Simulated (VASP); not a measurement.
# Al (Fm-3m) in VASP: relaxation of cell and atoms with PBE

Aim: the relaxation of cell and atoms of Al with PBE.

All numbers are computed with VASP 6.6.1; they aren't measurements. Logs are shortened: lines on timing, memory, paths and dates and some standing lists are left out, and cuts for length are marked.

### Step 1. The cell of the first run

The structure is cubic, space group Fm-3m (No. 225). The conventional cell has a = 4.084 Å, b = 4.084 Å, c = 4.084 Å, α = 90.00°, β = 90.00°, γ = 90.00°. Within 3.8 Å of Al (site symmetry m-3m) lie 12 Al at 2.89 Å.

### Step 2. Relaxation of cell and atoms, PBE

Input file INCAR:

```
PREC = Accurate
ENCUT = 500
EDIFF = 1E-7
ISMEAR = -1
SIGMA = 0.0224
LREAL = F
LASPH = T
NELM = 120
ALGO = Normal
ISIF = 3
LWAVE = F
LCHARG = F
GGA = PE
IBRION = 2
NSW = 60
EDIFFG = -0.03
GGA_COMPAT = F
NELMIN = 4
```

Input file KPOINTS:

```
Automatic mesh
0
Gamma
  14 14 14
```

Input file POSCAR:

```
Al
1.0
    0.0000000000      2.0419805700      2.0419805700
    2.0419805700      0.0000000000      2.0419805700
    2.0419805700      2.0419805700      0.0000000000
Al
1
Direct
    0.0000000000      0.0000000000      0.0000000000
```

Potentials or basis: VASP PAW PBE potentials, release 64 (Al).

Launch:

```bash
$ cat potpaw_PBE.64/Al/POTCAR > POTCAR
$ mpirun -np 1 vasp_std > vasp.out
```

OUTCAR:

```text
PREC = Accurate
   ENCUT = 500
   EDIFF = 1E-7
   ISMEAR = -1
   LREAL = F
   LASPH = T
   NELM = 120
   ISIF = 3
   GGA = PE
   IBRION = 2
   NSW = 60
   EDIFFG = -0.03
   NELMIN = 4

 ion  position               nearest neighbor table
   1  0.000  0.000  0.000-

  LATTYP: Found a face centered cubic cell.
 ALAT       =     4.0839611400

  Lattice vectors:

 A1 = (   0.0000000000,   2.0419805700,   2.0419805700)
 A2 = (   2.0419805700,   0.0000000000,   2.0419805700)
 A3 = (   2.0419805700,   2.0419805700,   0.0000000000)

Analysis of symmetry for initial positions (statically):
=====================================================================
 Subroutine PRICEL returns:
 Original cell was already a primitive cell.

 Routine SETGRP: Setting up the symmetry group for a
 face centered cubic supercell.

 Subroutine GETGRP returns: Found 48 space group operations
 (whereof 48 operations were pure point group operations)
 out of a pool of 48 trial point group operations.

The static configuration has the point symmetry O_h .

Analysis of symmetry for dynamics (positions and initial velocities):
=====================================================================
 Subroutine PRICEL returns:
 Original cell was already a primitive cell.

 Routine SETGRP: Setting up the symmetry group for a
 face centered cubic supercell.

 Subroutine GETGRP returns: Found 48 space group operations
 (whereof 48 operations were pure point group operations)
 out of a pool of 48 trial point group operations.

The dynamic configuration has the point symmetry O_h .

 Subroutine INISYM returns: Found 48 space group operations
 (whereof 48 operations are pure point group operations),
 and found     1 'primitive' translations

----------------------------------------------------------------------------------------

                                     Primitive cell

  volume of cell :      17.0288

  direct lattice vectors                    reciprocal lattice vectors
     0.000000000  2.041980570  2.041980570    -0.244860312  0.244860312  0.244860312
     2.041980570  0.000000000  2.041980570     0.244860312 -0.244860312  0.244860312
     2.041980570  2.041980570  0.000000000     0.244860312  0.244860312 -0.244860312

  length of vectors
     2.887796616  2.887796616  2.887796616     0.424110502  0.424110502  0.424110502

  position of ions in fractional coordinates (direct lattice)
     0.000000000  0.000000000  0.000000000

  ion indices of the primitive-cell ions
   primitive index   ion index
                 1           1

----------------------------------------------------------------------------------------

 KPOINTS: Automatic mesh

Automatic generation of k-mesh.
 Grid dimensions read from file:
 generate k-points for:   14   14   14

 Generating k-lattice:

  Cartesian coordinates                     Fractional coordinates (reciprocal lattice)
    -0.017490022  0.017490022  0.017490022     0.071428571  0.000000000  0.000000000
     0.017490022 -0.017490022  0.017490022     0.000000000  0.071428571  0.000000000
     0.017490022  0.017490022 -0.017490022     0.000000000  0.000000000  0.071428571

  Length of vectors
     0.030293607  0.030293607  0.030293607

  Shift w.r.t. Gamma in fractional coordinates (k-lattice)
     0.000000000  0.000000000  0.000000000

 Subroutine IBZKPT returns following result:
 ===========================================

 Found    104 irreducible k-points:

 Following reciprocal coordinates:
            Coordinates               Weight
  0.000000  0.000000  0.000000      1.000000
  0.071429  0.000000  0.000000      8.000000
  0.142857  0.000000  0.000000      8.000000
  0.214286  0.000000  0.000000      8.000000
  0.285714  0.000000  0.000000      8.000000
  0.357143  0.000000  0.000000      8.000000
[... 16 lines left out ...]
  0.214286  0.142857  0.000000     24.000000
  0.285714  0.142857  0.000000     24.000000
 [... further k-points ...]
   k-points           NKPTS =    104   k-points in BZ     NKDIM =    104   number of bands    NBANDS=      5
   number of dos      NEDOS =    301   number of ions     NIONS =      1
   total plane-waves  NPLWV =  13824
   dimension x,y,z NGX =    24 NGY =   24 NGZ =   24
   dimension x,y,z NGXF=    48 NGYF=   48 NGZF=   48
   ions per type =               1
   NGX,Y,Z   is equivalent  to a cutoff of  13.82, 13.82, 13.82 a.u.
   NGXF,Y,Z  is equivalent  to a cutoff of  27.63, 27.63, 27.63 a.u.
 SYSTEM =  unknown system
   PREC   = accura    normal or accurate (medium, high low for compatibility)
   ISTART =      0    job   : 0-new  1-cont  2-samecut
   ICHARG =      2    charge: 1-file 2-atom 10-const
   ISPIN  =      1    spin polarized calculation?
   LNONCOLLINEAR =      F non collinear calculations
   LSORBIT =      F    spin-orbit coupling
   LASPH  =      T    aspherical Exc in radial PAW
   ENCUT  =  500.0 eV  36.75 Ry    6.06 a.u.   5.27  5.27  5.27*2*pi/ulx,y,z
   NELM   =    120;   NELMIN=  4; NELMDL= -5     # of ELM steps
   EDIFF  = 0.1E-06   stopping-criterion for ELM
   LREAL  =      F    real-space projection
   EDIFFG = -.3E-01   stopping-criterion for IOM
   NSW    =     60    number of steps for IOM
   IBRION =      2    ionic relax: 0-MD 1-quasi-New 2-CG
   NFREE  =      1    steps in history (QN), initial steepest desc. (CG)
   ISIF   =      3    stress and relaxation
   ISYM   =      2    0-nonsym 1-usesym 2-fastsym
   POTIM  = 0.5000    time-step for ionic-motion
   TEBEG  =    0.0;   TEEND  =   0.0 temperature during run
   PSTRESS=    0.0 pullay stress
   NELECT =       3.0000    total number of electrons
   NUPDOWN=      -1.0000    fix difference up-down
   EMIN   =  10.00;   EMAX   =-10.00  energy-range for DOS
   EFERMI =   0.00;   METHOD = LEGACY
   ISMEAR =    -1;   SIGMA  =   0.02  broadening in eV -4-tet -1-fermi 0-gaus
   EFERMI_NEDOS =   21; number of points for ismear=-14 and -15
   IALGO  =     38    algorithm
   IMIX   =      4    mixing-type and parameters
     AMIX     =   0.40;   BMIX     =  1.00
     AMIX_MAG =   1.60;   BMIX_MAG =  1.00
  volume/ion in A,a.u.               =      17.03       114.92
  Fermi-wavevector in a.u.,A,eV,Ry     =   0.917741  1.734280 11.459497  0.842249
  Thomas-Fermi vector in A             =   2.042745
   LORBIT       =      0    0 simple, 1 ext, 2 COOP (PROOUT), +10 PAW based schemes
   GGA     = PE    functional components
   LHFCALC =     F    Hartree Fock is set to
   AEXX    =    0.0000 exact exchange contribution
   IVDW    =     0    specifies the selected vdW correction
   LEPSILON=     F    determine dielectric tensor
   LRPA    =     F    only Hartree local field effects (RPA)
 conjugate gradient relaxation of ions
 non-spin polarized calculation
  energy-cutoff  :      500.00
  volume of cell :       17.03
 maximum number of plane-waves:       444
 NGX is ok and might be reduce to    24
   NGX = 11   NGY = 11   NGZ = 11

--------------------------------------- Ionic step        1  -------------------------------------------

 number of electron       3.0000000 magnetization

 Free energy of the ion-electron system (eV)
  ---------------------------------------------------
  ext. energy  EPLUGINS =         0.00000000
  ---------------------------------------------------
  free energy    TOTEN  =        -3.73368697 eV

  energy without entropy =       -3.73283709  energy(sigma->0) =       -3.73326203

------------------------ aborting loop because EDIFF is reached ----------------------------------------

  FORCE on cell =-STRESS in cart. coord.  units (eV):
  Direction    XX          YY          ZZ          XY          YZ          ZX
  --------------------------------------------------------------------------------------
  -------------------------------------------------------------------------------------
  Total       -0.2765763     -0.2765763     -0.2765763      0.0000000     -0.0000000     -0.0000000
  in kB      -26.0220046    -26.0220046    -26.0220046      0.0000000     -0.0000000     -0.0000000
  external PRESSURE =     -26.0220046 kB  Pullay stress =       0.0000000 kB

 VOLUME and BASIS-vectors are now :
 -----------------------------------------------------------------------------
  energy-cutoff  :      500.00
  volume of cell :       17.03
      direct lattice vectors                 reciprocal lattice vectors
     0.000000000  2.041980570  2.041980570    -0.244860312  0.244860312  0.244860312
     2.041980570  0.000000000  2.041980570     0.244860312 -0.244860312  0.244860312
     2.041980570  2.041980570  0.000000000     0.244860312  0.244860312 -0.244860312
[... 36 lines left out ...]
 POSITION                                       TOTAL-FORCE (eV/Angst)
 -----------------------------------------------------------------------------------
      4.02947      2.01473      2.01473        -0.000000      0.000000     -0.000000
 -----------------------------------------------------------------------------------
    total drift:                               -0.000000     -0.000000     -0.000000

  FREE ENERGIE OF THE ION-ELECTRON SYSTEM (eV)
  ---------------------------------------------------
  free  energy   TOTEN  =        -3.7385921975 eV

  energy  without entropy=       -3.7379228128  energy(sigma->0) =       -3.73825751

--------------------------------------- Ionic step        3  -------------------------------------------

 number of electron       3.0000000 magnetization

 Free energy of the ion-electron system (eV)
  ---------------------------------------------------
  ext. energy  EPLUGINS =         0.00000000
  ---------------------------------------------------
  free energy    TOTEN  =        -3.73868824 eV

  energy without entropy =       -3.73801319  energy(sigma->0) =       -3.73835072

 E-fermi :   8.0076     XC(G=0): -10.2115

 val. band max:        7.9992292905   @ k =  -0.3571   0.4286   0.2143
 cond. band min:       8.0533390161   @ k =   0.5000   0.2857   0.0000
 fundamental gap:      0.0541097256
 Fermi energy:         8.0076414539

 k-point     1 :       0.0000    0.0000    0.0000
  band No.  band energies     occupation
      1      -3.1208      2.00000
      2      20.6821      0.00000
      3      20.6821      0.00000
      4      20.6821      0.00000
      5      22.2033      0.00000

 k-point     2 :       0.0714    0.0000    0.0000
  band No.  band energies     occupation
      1      -2.9818      2.00000
      2      18.5441      0.00000
      3      20.2291      0.00000
      4      20.2291      0.00000
      5      22.8393      0.00000

 k-point     3 :       0.1429    0.0000    0.0000
  band No.  band energies     occupation
      1      -2.5655      2.00000
      2      15.6523      0.00000
      3      19.5969      0.00000
      4      19.5969      0.00000
      5      22.7457      0.00000
[... 153 lines left out ...]
 k-point    23 :       0.2143    0.1429    0.0000
  band No.  band energies     occupation
      1      -1.8743      2.00000
      2      15.0217      0.00000
      3      16.9202      0.00000
      4      18.1508      0.00000
      5      19.9846      0.00000

 k-point    24 :       0.2857    0.1429    0.0000
  band No.  band energies     occupation
      1      -1.0951      2.00000
      2      12.3332      0.00000
      3      16.4938      0.00000
      4      18.0189      0.00000
      5      18.4588      0.00000

 [... further k-points ...]
[... 5 lines left out ...]
  --------------------------------------------------------------------------------------
  -------------------------------------------------------------------------------------
  Total        0.0006347      0.0006347      0.0006347      0.0000000      0.0000000      0.0000000
  in kB        0.0618721      0.0618721      0.0618721      0.0000000      0.0000000      0.0000000
  external PRESSURE =       0.0618721 kB  Pullay stress =       0.0000000 kB

 VOLUME and BASIS-vectors are now :
 -----------------------------------------------------------------------------
  energy-cutoff  :      500.00
  volume of cell :       16.43
      direct lattice vectors                 reciprocal lattice vectors
    -0.000000000  2.017953062  2.017953062    -0.247775833  0.247775833  0.247775833
     2.017953062 -0.000000000  2.017953062     0.247775833 -0.247775833  0.247775833
     2.017953062  2.017953062 -0.000000000     0.247775833  0.247775833 -0.247775833

 POSITION                                       TOTAL-FORCE (eV/Angst)
 -----------------------------------------------------------------------------------
     -0.00000      0.00000      0.00000         0.000000      0.000000      0.000000
 -----------------------------------------------------------------------------------
    total drift:                                0.000000     -0.000000     -0.000000

  FREE ENERGIE OF THE ION-ELECTRON SYSTEM (eV)
  ---------------------------------------------------
  free  energy   TOTEN  =        -3.7386882431 eV

  energy  without entropy=       -3.7380131944  energy(sigma->0) =       -3.73835072

 reached required accuracy - stopping structural energy minimisation
```

It took 30 s on 1 thread of AMD EPYC 7R13, shared host; peak memory 0.11 GiB.

Results:

| Item | Value |
| --- | --- |
| Free energy | -3.7387 eV |
| Relaxed volume | 16.43 Å³/atom |
| Relaxed cell | a = 2.854 Å, b = 2.854 Å, c = 2.854 Å, α = 60.00°, β = 60.00°, γ = 60.00° |
| Space group after relaxing (to 0.05 Å) | Fm-3m (No. 225) |
| Energy gained by relaxing | 5.0 meV/atom |
| Ionic steps | 3 |
| Pressure after relaxing | 0.0 GPa |

Step by step:
| step | energy change (eV) | largest force (eV/Å) | pressure (GPa) | volume (Å³) |
| --- | --- | --- | --- | --- |
| 1 | 0.0000 | 0.0000 | -2.60 | 17.03 |
| 2 | -0.0049 | 0.0000 | 0.39 | 16.36 |
| 3 | -0.0050 | 0.0000 | 0.01 | 16.43 |

Final structure:
```
CELL_PARAMETERS angstrom
0.00000 2.01795 2.01795
2.01795 0.00000 2.01795
2.01795 2.01795 0.00000
ATOMIC_POSITIONS crystal
Al 0.00000 0.00000 0.00000
```
